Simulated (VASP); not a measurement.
# InP (F-43m) in VASP: single point with PBE

Aim: the single point of InP with PBE.

Program: VASP 6.6.1. These are calculated values, not measurements. Logs are shortened: lines on timing, memory, paths and dates and some standing lists are left out, and cuts for length are marked.

**1. The cell of the first run**

The structure is cubic, space group F-43m (No. 216). The conventional cell has a = 5.869 Å, b = 5.869 Å, c = 5.869 Å, α = 90.00°, β = 90.00°, γ = 90.00°. Within 3.4 Å of In (site symmetry -43m) lie 4 P at 2.54 Å. Within 3.4 Å of P (site symmetry -43m) lie 4 In at 2.54 Å.

**2. Single point, PBE, non-collinear spin, zero start, spin-orbit coupling**

Input file INCAR:

```
SYSTEM = InP
ALGO = Normal ; EDIFF = 1E-6
ENCUT = 520 ; GGA = PE
GGA_COMPAT = .FALSE. ; ISIF = 2
ISMEAR = 0 ; LASPH = .TRUE.
LCHARG = .TRUE. ; LORBIT = 11
LORBMOM = .TRUE. ; LREAL = .FALSE.
LSORBIT = .TRUE. ; LVHAR = .TRUE.
LWAVE = .FALSE. ; MAGMOM = 0 0 0 0 0 0
NBANDS = 30 ; NELM = 150
PREC = Accurate ; SIGMA = 0.01
```

Input file KPOINTS:

```
k-points
0
G
  10 10 10
  0 0 0
```

Input file POSCAR:

```
InP
1.0
    0.0000000000      2.9343500000      2.9343500000
    2.9343500000      0.0000000000      2.9343500000
    2.9343500000      2.9343500000      0.0000000000
In P
1 1
Direct
    0.0000000000      0.0000000000      0.0000000000
    0.7500000000      0.7500000000      0.7500000000
```

Potentials or basis: VASP PAW PBE potentials, release 64 (In_d, P).

Run with:

```bash
cat potpaw_PBE.64/In_d/POTCAR potpaw_PBE.64/P/POTCAR > POTCAR
mpirun -np 1 vasp_ncl > vasp.out
```

OUTCAR:

```text
SYSTEM = InP
   EDIFF = 1E-6
   ENCUT = 520
   GGA = PE
   ISIF = 2
   ISMEAR = 0
   LASPH = .TRUE.
   LORBIT = 11
   LREAL = .FALSE.
   LSORBIT = .TRUE.
   NELM = 150
   PREC = Accurate

 ion  position               nearest neighbor table
   1  0.000  0.000  0.000-   2 2.54   2 2.54   2 2.54   2 2.54
   2  0.750  0.750  0.750-   1 2.54   1 2.54   1 2.54   1 2.54

  LATTYP: Found a face centered cubic cell.
 ALAT       =     5.8687000000

  Lattice vectors:

 A1 = (   0.0000000000,   2.9343500000,   2.9343500000)
 A2 = (   2.9343500000,   0.0000000000,   2.9343500000)
 A3 = (   2.9343500000,   2.9343500000,   0.0000000000)

Analysis of symmetry for initial positions (statically):
=====================================================================
 Subroutine PRICEL returns:
 Original cell was already a primitive cell.

 Routine SETGRP: Setting up the symmetry group for a
 face centered cubic supercell.

 Subroutine GETGRP returns: Found 24 space group operations
 (whereof 24 operations were pure point group operations)
 out of a pool of 48 trial point group operations.

The static configuration has the point symmetry T_d .

Analysis of symmetry for dynamics (positions and initial velocities):
=====================================================================
 Subroutine PRICEL returns:
 Original cell was already a primitive cell.

 Routine SETGRP: Setting up the symmetry group for a
 face centered cubic supercell.

 Subroutine GETGRP returns: Found 24 space group operations
 (whereof 24 operations were pure point group operations)
 out of a pool of 48 trial point group operations.

The dynamic configuration has the point symmetry T_d .

Analysis of structural, dynamic, and magnetic symmetry:
=====================================================================
 Subroutine PRICEL returns:
 Original cell was already a primitive cell.

 Routine SETGRP: Setting up the symmetry group for a
 face centered cubic supercell.

 Subroutine GETGRP returns: Found 24 space group operations
 (whereof 24 operations were pure point group operations)
 out of a pool of 48 trial point group operations.

The overall configuration has the point symmetry T_d .

 Subroutine INISYM returns: Found 24 space group operations
 (whereof 24 operations are pure point group operations),
 and found     1 'primitive' translations

----------------------------------------------------------------------------------------

                                     Primitive cell

  volume of cell :      50.5319

  direct lattice vectors                    reciprocal lattice vectors
     0.000000000  2.934350000  2.934350000    -0.170395488  0.170395488  0.170395488
     2.934350000  0.000000000  2.934350000     0.170395488 -0.170395488  0.170395488
     2.934350000  2.934350000  0.000000000     0.170395488  0.170395488 -0.170395488

  length of vectors
     4.149797567  4.149797567  4.149797567     0.295133642  0.295133642  0.295133642

  position of ions in fractional coordinates (direct lattice)
     0.000000000  0.000000000  0.000000000
     0.750000000  0.750000000  0.750000000

  ion indices of the primitive-cell ions
   primitive index   ion index
                 1           1
                 2           2

----------------------------------------------------------------------------------------

 KPOINTS: k-points

Automatic generation of k-mesh.
 Grid dimensions read from file:
 generate k-points for:   10   10   10

 Generating k-lattice:

  Cartesian coordinates                     Fractional coordinates (reciprocal lattice)
    -0.017039549  0.017039549  0.017039549     0.100000000  0.000000000  0.000000000
     0.017039549 -0.017039549  0.017039549     0.000000000  0.100000000  0.000000000
     0.017039549  0.017039549 -0.017039549     0.000000000  0.000000000  0.100000000

[... 89 lines left out ...]
  volume of cell :       50.53
 maximum number of plane-waves:      2760
   NGX = 15   NGY = 15   NGZ = 15

 number of electron      18.0000006 magnetization       0.0000000      0.0000000      0.0000000

 number of electron      18.0000006 magnetization      -0.0000000     -0.0000000     -0.0000000

 number of electron      18.0000006 magnetization      -0.0000000     -0.0000000      0.0000000

 number of electron      18.0000006 magnetization       0.0000000      0.0000000     -0.0000000

 Free energy of the ion-electron system (eV)
  ---------------------------------------------------
  ext. energy  EPLUGINS =         0.00000000
  ---------------------------------------------------
  free energy    TOTEN  =        -8.42242902 eV

  energy without entropy =       -8.42242902  energy(sigma->0) =       -8.42242902

 E-fermi :   5.2754     XC(G=0):  -9.2658

 val. band max:        5.1734857330   @ k =   0.0000   0.0000   0.0000
 cond. band min:       5.8354907827   @ k =   0.0000   0.0000   0.0000
 fundamental gap:      0.6620050497
 Fermi energy:         5.2754300453

 k-point     1 :       0.0000    0.0000    0.0000
  band No.  band energies     occupation
      1      -9.4816      1.00000
      2      -9.4816      1.00000
      3      -9.4816      1.00000
      4      -9.4816      1.00000
      5      -8.7004      1.00000
      6      -8.7004      1.00000
[... 781 lines left out ...]
     29      14.2136      0.00000
     30      14.2260      0.00000

 [... further k-points ...]
[... 5 lines left out ...]
  --------------------------------------------------------------------------------------
  -------------------------------------------------------------------------------------
  Total        0.9294943      0.9294943      0.9294943     -0.0000000      0.0000000      0.0000000
  in kB       29.4707753     29.4707753     29.4707753     -0.0000000      0.0000000      0.0000000
  external PRESSURE =      29.4707753 kB  Pullay stress =       0.0000000 kB

 VOLUME and BASIS-vectors are now :
 -----------------------------------------------------------------------------
  energy-cutoff  :      520.00
  volume of cell :       50.53
      direct lattice vectors                 reciprocal lattice vectors
     0.000000000  2.934350000  2.934350000    -0.170395488  0.170395488  0.170395488
     2.934350000  0.000000000  2.934350000     0.170395488 -0.170395488  0.170395488
     2.934350000  2.934350000  0.000000000     0.170395488  0.170395488 -0.170395488

 POSITION                                       TOTAL-FORCE (eV/Angst)
 -----------------------------------------------------------------------------------
      0.00000      0.00000      0.00000         0.000000      0.000000      0.000000
      4.40152      4.40152      4.40152        -0.000000     -0.000000     -0.000000
 -----------------------------------------------------------------------------------
    total drift:                               -0.000000     -0.000000     -0.000000

  FREE ENERGIE OF THE ION-ELECTRON SYSTEM (eV)
  ---------------------------------------------------
  free  energy   TOTEN  =        -8.4224290218 eV

  energy  without entropy=       -8.4224290218  energy(sigma->0) =       -8.42242902

 orbital moment (x)

 # of ion     p       d       tot
 ----------------------------------------
  1        -0.000   0.000  -0.000
  2         0.000   0.000   0.000
 ----------------------------------------
           -0.000   0.000  -0.000

 orbital moment (y)

 # of ion     p       d       tot
 ----------------------------------------
  1         0.000  -0.000   0.000
  2        -0.000   0.000  -0.000
 ----------------------------------------
            0.000  -0.000   0.000

 orbital moment (z)

 # of ion     p       d       tot
 ----------------------------------------
  1         0.000  -0.000  -0.000
  2         0.000   0.000   0.000
 ----------------------------------------
            0.000  -0.000  -0.000

 Spin-Orbit-Coupling matrix elements

 Ion:    1  E_soc:     -0.0713675
 l=   1
     0.0000000    -0.0053974    -0.0053974
    -0.0053974     0.0000000    -0.0053974
    -0.0053974    -0.0053974     0.0000000
 l=   2
     0.0000000    -0.0013303     0.0000000    -0.0013303    -0.0051669
    -0.0013303     0.0000000    -0.0038752    -0.0013303    -0.0012917
     0.0000000    -0.0038752     0.0000000    -0.0038752     0.0000000
    -0.0013303    -0.0013303    -0.0038752     0.0000000    -0.0012917
    -0.0051669    -0.0012917     0.0000000    -0.0012917     0.0000000
 l=   3
     0.0000000     0.0000000     0.0000000     0.0000000     0.0000000     0.0000000     0.0000000
     0.0000000     0.0000000     0.0000000     0.0000000     0.0000000     0.0000000     0.0000000
     0.0000000     0.0000000     0.0000000     0.0000000     0.0000000     0.0000000     0.0000000
     0.0000000     0.0000000     0.0000000     0.0000000     0.0000000     0.0000000     0.0000000
     0.0000000     0.0000000     0.0000000     0.0000000     0.0000000     0.0000000     0.0000000
     0.0000000     0.0000000     0.0000000     0.0000000     0.0000000     0.0000000     0.0000000
     0.0000000     0.0000000     0.0000000     0.0000000     0.0000000     0.0000000     0.0000000

 Ion:    2  E_soc:     -0.0011266
 l=   1
     0.0000000    -0.0001878    -0.0001878
    -0.0001878     0.0000000    -0.0001878
    -0.0001878    -0.0001878     0.0000000
 l=   2
     0.0000000     0.0000000     0.0000000     0.0000000     0.0000000
     0.0000000     0.0000000     0.0000000     0.0000000     0.0000000
     0.0000000     0.0000000     0.0000000     0.0000000     0.0000000
     0.0000000     0.0000000     0.0000000     0.0000000     0.0000000
     0.0000000     0.0000000     0.0000000     0.0000000     0.0000000
 l=   3
     0.0000000     0.0000000     0.0000000     0.0000000     0.0000000     0.0000000     0.0000000
     0.0000000     0.0000000     0.0000000     0.0000000     0.0000000     0.0000000     0.0000000
     0.0000000     0.0000000     0.0000000     0.0000000     0.0000000     0.0000000     0.0000000
     0.0000000     0.0000000     0.0000000     0.0000000     0.0000000     0.0000000     0.0000000
     0.0000000     0.0000000     0.0000000     0.0000000     0.0000000     0.0000000     0.0000000
     0.0000000     0.0000000     0.0000000     0.0000000     0.0000000     0.0000000     0.0000000
     0.0000000     0.0000000     0.0000000     0.0000000     0.0000000     0.0000000     0.0000000

 total charge

# of ion       s       p       d       tot
------------------------------------------
    1        0.827   0.765   9.900  11.492
    2        1.031   1.494   0.000   2.525
--------------------------------------------------
tot          1.858   2.259   9.900  14.017

 magnetization (x)

# of ion       s       p       d       tot
------------------------------------------
    1        0.000   0.000  -0.000   0.000
    2        0.000   0.000   0.000   0.000
--------------------------------------------------
tot          0.000   0.000  -0.000   0.000

 magnetization (y)

# of ion       s       p       d       tot
------------------------------------------
    1        0.000   0.000   0.000   0.000
    2        0.000   0.000   0.000   0.000
--------------------------------------------------
tot          0.000   0.000   0.000   0.000

 magnetization (z)

# of ion       s       p       d       tot
------------------------------------------
    1       -0.000  -0.000   0.000  -0.000
    2        0.000   0.000   0.000   0.000
--------------------------------------------------
tot          0.000  -0.000   0.000  -0.000
```

Run time: 5.3 min. Hardware: 1 thread of AMD EPYC 7R43 (Zen 3), shared host; peak memory 0.34 GiB.

What came out:

```
Free energy                                           : -8.4224 eV
Pressure                                              : 2.9 GPa
Net moment                                            : 0.00 μB per cell
Valence electrons inside the program's atomic spheres : In 11.49; P 2.52
```

Moments on the atoms (μB; x, y, z):
```
In  0.00 0.00 0.00
P   0.00 0.00 0.00
```
